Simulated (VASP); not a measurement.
Here is a VASP 6.6.1 calculation.

The input POSCAR:

```
Mn
1.0
    0.0000000000      2.6527113358      2.6527113358
    2.6527113358      0.0000000000      2.6527113358
    2.6527113358      2.6527113358      0.0000000000
Mn
2
Direct
    1.0000000000      0.0000000000      0.0000000000
    0.5000000000      0.5000000000      0.5000000000
```

The input INCAR.step1:

```
PREC = Accurate
ENCUT = 520
ISMEAR = -1
SIGMA = 0.05
LREAL = F
LASPH = T
NELM = 150
ISPIN = 2
MAGMOM = 3.708 -3.708
LMAXMIX = 4
NBANDS = 24
GGA = PE
ALGO = Normal
EDIFF = 1E-4
LWAVE = T
LCHARG = F
```

Contents of INCAR.step2:

```
PREC = Accurate
ENCUT = 520
EDIFF = 1E-7
ISMEAR = -1
SIGMA = 0.05
LREAL = F
LASPH = T
NELM = 150
ALGO = Normal
ISIF = 2
LWAVE = F
LCHARG = T
ISPIN = 2
MAGMOM = 3.708 -3.708
LORBIT = 11
LMAXMIX = 4
METAGGA = R2SCAN
LMIXTAU = T
LELF = T
LVHAR = T
NBANDS = 24
ISTART = 1
```

KPOINTS

```
Automatic mesh
0
Gamma
  12 12 12
```

Potentials or basis: VASP PAW PBE potentials, release 64 (Mn_pv).

Run with:

```console
$ cat potpaw_PBE.64/Mn_pv/POTCAR > POTCAR
$ cp INCAR.step1 INCAR
$ mpirun -np 1 vasp_std > vasp.out
$ cp INCAR.step2 INCAR
$ mpirun -np 1 vasp_std > vasp.out
```

Problem. Predict the pressure.

Solution. -3.9 GPa.

Problem. Estimate the net moment.

Solution. 0.00 μB per cell.

Caveat: the cell stands under tension; the antiferromagnetic order is the one typed at the start, and another may lie lower; the PAW data sets were made with another functional, which shifts forces and pressure a little.
